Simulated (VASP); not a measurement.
Wanted: the native input for a VASP 6.6.1 run.

```yaml
Task: single point
Functional: PBE
Potentials_or_basis: VASP PAW PBE potentials, release 64 (Zr_sv)
Cutoff: 520 eV
k_mesh: 20 × 20 × 20
Occupations: fermi-dirac, width 0.05 eV
Spin: collinear spin
Starting_moments: "[1.0] μB"
Dipole_correction: no
Further_INCAR_settings: ALGO = Normal; EDIFF = 1e-07; NBANDS = 16
```

The structure of Zr lies in POSCAR:

```
Zr
1.0
    0.0000000000      2.1666120529      2.1666120529
    2.1666120529      0.0000000000      2.1666120529
    2.1666120529      2.1666120529      0.0000000000
Zr
1
Direct
    0.0000000000      0.0000000000      0.0000000000
```

This isn't the form of Zr at room conditions, which is hcp.

These files were run (other wordings do the same):

INCAR

```
SYSTEM = Zr
PREC     = Accurate       ! precision mode
ENCUT    = 520            ! plane-wave cutoff, eV
EDIFF    = 1E-7           ! SCF threshold, eV
ISMEAR   = -1             ! smearing method
SIGMA    = 0.05           ! smearing width, eV
LREAL    = .False.        ! projectors in reciprocal space
LASPH    = .True.         ! aspherical terms in the spheres
NELM     = 150            ! most SCF steps
ALGO     = Normal         ! electronic algorithm
ISIF     = 2              ! what is computed and relaxed
LWAVE    = .False.        ! write WAVECAR
LCHARG   = .False.        ! write CHGCAR
ISPIN    = 2              ! spin polarisation
MAGMOM   = 1              ! initial moments
LORBIT   = 11             ! projections on sites
LMAXMIX  = 4              ! l up to which the mixer works
GGA      = PE             ! functional
NBANDS   = 16             ! bands
```

KPOINTS

```
Automatic mesh
0
Gamma
  20 20 20
  0 0 0
```

Potentials or basis: VASP PAW PBE potentials, release 64 (Zr_sv).

The run is started by

```bash
$ cat potpaw_PBE.64/Zr_sv/POTCAR > POTCAR
$ mpirun -np 1 vasp_std > vasp.out
```

Results of the run:

```yaml
Pressure: 14.7 GPa
Band_gap_on_the_k_mesh: zero (filled and empty bands overlap)
Net_moment: 0.00 μB per cell
Valence_electrons_inside_the_program's_atomic_spheres: Zr 10.02
```

Caveat: the cell stands under pressure.

Run time: 110 s on 1 thread of Intel(R) Xeon(R) Platinum 8259CL CPU @ 2.50GHz (Skylake/Cascade Lake) (shared host), peak memory 0.23 GiB.
